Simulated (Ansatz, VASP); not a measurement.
## KCl: VASP beside Ansatz

The input INCAR:

```
PREC = Accurate ; ENCUT = 520
EDIFF = 1E-6 ; ISMEAR = 0
SIGMA = 0.05 ; LREAL = False
LASPH = True ; NELM = 100
ALGO = Normal ; ISIF = 2
LWAVE = False ; LCHARG = True
GGA = CA ; LELF = True
LVHAR = True ; NBANDS = 15
```

File KPOINTS:

```
regular mesh
0
Gamma
  6 6 6
```

The input POSCAR:

```
KCl
1.0
    0.0000000000      3.0614170000      3.1561000000
    3.0614170000      0.0000000000      3.1561000000
    3.0614170000      3.0614170000      0.0000000000
K Cl
1 1
Direct
    0.0000000000      0.0000000000      0.0000000000
    0.5000000000      0.5000000000      0.5000000000
```

Input for Ansatz:

```yaml
crystal:
  lattice:
    - [0.0, 3.061417, 3.1561]
    - [3.061417, 0.0, 3.1561]
    - [3.061417, 3.061417, 0.0]
  atoms:
    - { symbol: K, position: [0.0, 0.0, 0.0] }
    - { symbol: Cl, position: [0.5, 0.5, 0.5] }
basis:
  ecutwfc: 420
kpoints:
  mp_grid: { grid: [6, 6, 6] }
hamiltonian:
  xc: lda
scf:
  occupations: { method: gaussian, width: 0.05 }
output:
  forces: true
  stress: true
  eigenvalues: true
```

Change from the starting cell: strain -0.0300 x Voigt [1, 1, 0, 0, 0, 0], atoms carried along.

Alike in both runs: task single point; functional LDA; k mesh 6 × 6 × 6; occupations gaussian, width 0.05 eV; no spin polarisation.

```csv
,VASP,Ansatz
version,VASP 6.6.1,Ansatz 0.2.0
potentials or method,"VASP PAW LDA potentials, release 64 (K_sv, Cl), cutoff 520 eV","scalar-relativistic, plane waves, PAW"
valence electrons in the cell,16,16
```

VASP gave:

| Property | Result |
| --- | --- |
| gap on the k mesh at the Fermi level (eV) | 4.91 |
| least direct gap on the mesh (eV) | 4.91 |
| pressure (GPa) | -1.0 |
| traceless stress, the component that is largest in VASP (GPa) | -0.76 |

**Question.** Estimate Ansatz's values.

**Answer.** gap on the k mesh at the Fermi level (eV): 4.90; least direct gap on the mesh (eV): 4.90; pressure (GPa): -1.1; traceless stress, the component that is largest in VASP (GPa): -0.74.

LDA's correlation is that of Perdew and Zunger in VASP and of Perdew and Wang (1992) in Ansatz.
